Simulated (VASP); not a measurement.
## Mg4O: single point with PBEsol

Mg4O, a slab with vacuum:

```
CELL_PARAMETERS angstrom
3.18820 0.00000 0.00000
0.00000 5.10847 0.00000
0.00000 0.00000 19.13584
ATOMIC_POSITIONS crystal
Mg 0.00000 0.75000 0.20903
Mg 0.50000 0.25000 0.25713
Mg 0.50000 0.75000 0.35761
Mg 0.00000 0.25000 0.39903
O 0.37500 0.50000 0.42259
```

```json
{"Program": "VASP 6.6.1", "Task": "single point", "Functional": "PBEsol", "Potentials or basis": "VASP PAW PBE potentials, release 64 (Mg, O)", "Cutoff": "520 eV", "k mesh": "8 × 5 × 1", "Occupations": "gaussian, width 0.1 eV", "Spin": "no spin polarisation", "Dipole correction": "yes", "Further INCAR settings": "ALGO = Normal; EDIFF = 1e-07; NBANDS = 15"}
```

```yaml
Largest_force: 1.828 eV/Å
Band_gap_on_the_k_mesh: zero (bands 7 and 8 overlap by 0.65 eV)
```

Forces on the atoms (eV/Å):
```
Mg  -0.023  0.075  0.150
Mg  -0.010 -0.105 -0.270
Mg   0.253  0.487 -0.355
Mg  -1.748  0.263  0.463
O    1.528 -0.720  0.012
```

Levels at points of the mesh, in eV from the Fermi level:
```csv
k point,band 5,band 6,band 7,band 8,band 9,band 10
"(0.00, 0.00, 0.00)",-2.48,-2.00,-0.48,-0.03,0.28,2.30
"(0.50, 0.00, 0.00)",-1.99,-1.73,0.49,0.73,2.59,2.81
```

Wall time 4.8 min on 1 thread of Intel Xeon 8259CL, with other jobs on the host, peak memory 0.39 GiB.

Caveat: the PAW data sets were made with another functional, which shifts forces and pressure a little.
